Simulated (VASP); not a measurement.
Wanted: the native input for a VASP 6.6.1 run.

- Task: single point
- Functional: LDA
- Potentials or basis: VASP PAW LDA potentials, release 64 (Al)
- Cutoff: 520 eV
- k mesh: 11 × 11 × 11
- Occupations: fermi-dirac, width 0.05 eV
- Spin: no spin polarisation
- Dipole correction: no
- Further INCAR settings: ALGO = Normal; EDIFF = 1e-06; NBANDS = 8

The structure of Al lies in POSCAR:

```
Al
1.0
    0.0000000000      2.0248050000      2.0248050000
    2.0248050000      0.0000000000      2.0248050000
    2.0248050000      2.0248050000      0.0000000000
Al
1
Direct
    0.0000000000      0.0000000000      0.0000000000
```

These files were run (other wordings do the same):

INCAR

```
PREC = Accurate
ENCUT = 520
EDIFF = 1E-6
ISMEAR = -1
SIGMA = 0.05
LREAL = F
LASPH = T
NELM = 60
ALGO = Normal
ISIF = 2
LWAVE = F
LCHARG = F
GGA = CA
NBANDS = 8
```

KPOINTS

```
Automatic mesh
0
Gamma
  11 11 11
```

Potentials or basis: VASP PAW LDA potentials, release 64 (Al).

Command:

```console
$ cat potpaw_LDA.64/Al/POTCAR > POTCAR
$ mpirun -np 1 vasp_std > vasp.out
```

Results of the run:

```json
{
 "Pressure": "-3.6 GPa"
}
```

Run time: 5.5 s on 1 thread of AMD EPYC 7R13 Processor (Zen 3), with other jobs on the host, peak memory 0.09 GiB.
